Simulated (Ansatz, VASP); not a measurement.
**Two plane-wave programs on Sb**

Contents of INCAR:

```
PREC = Accurate ; ENCUT = 520
EDIFF = 1E-6 ; ISMEAR = -1
SIGMA = 0.1 ; LREAL = False
LASPH = True ; NELM = 100
ALGO = Normal ; ISIF = 2
LWAVE = False ; LCHARG = True
GGA = CA ; LELF = True
LVHAR = True ; NBANDS = 12
```

File KPOINTS:

```
Automatic mesh
0
Gamma
  9 9 9
```

The input POSCAR:

```
Sb
1.0
    0.0000000000      3.4115197309      3.4115197309
    3.4115197309      0.0000000000      3.4115197309
    3.4115197309      3.4115197309      0.0000000000
Sb
2
Direct
    0.1250000000      0.1250000000      0.1250000000
    0.8750000000      0.8750000000      0.8750000000
```

Input for Ansatz:

```yaml
crystal:
  lattice:
    - [0.0, 3.4115197309, 3.4115197309]
    - [3.4115197309, 0.0, 3.4115197309]
    - [3.4115197309, 3.4115197309, 0.0]
  atoms:
    - { symbol: Sb, position: [0.125, 0.125, 0.125] }
    - { symbol: Sb, position: [0.875, 0.875, 0.875] }
hamiltonian:
  xc: lda
  pseudopotentials:
    kind: paw
    azcp:
      Sb: "pseudopotentials/Sb.paw.azcp"
basis:
  ecutwfc: 420
  fft_grid_basis: typed
kpoints:
  mp_grid: { grid: [9, 9, 9], shift: [0, 0, 0] }
magnetization:
  spin_polarized: false
scf:
  occupations: { method: fermi_dirac, width: 0.1 }
  lower_state_search: "off"
output:
  stress: true
```

Alike in both runs: task single point; functional LDA; k mesh 9 × 9 × 9; occupations fermi-dirac, width 0.1 eV; no spin polarisation.

|  | VASP | Ansatz |
| --- | --- | --- |
| version | VASP 6.6.1 | Ansatz 0.2.0 |
| potentials or method | VASP PAW LDA potentials, release 64 (Sb), cutoff 520 eV | plane waves (420 eV) with PAW, scalar-relativistic |
| valence electrons in the cell | 10 | 30 |

Ansatz gave:

* pressure (GPa): -0.1

Q: What did VASP give for the same quantities?

A: Pressure (GPa): 0.1.

Ansatz warns that its potentials were made for another functional, while VASP's fit it. LDA's correlation is that of Perdew and Zunger in VASP and of Perdew and Wang (1992) in Ansatz. VASP's potentials hold 10 valence electrons a cell and Ansatz's 30, so a difference there can come from the potentials and not from the codes.

Spin-orbit coupling is off throughout.
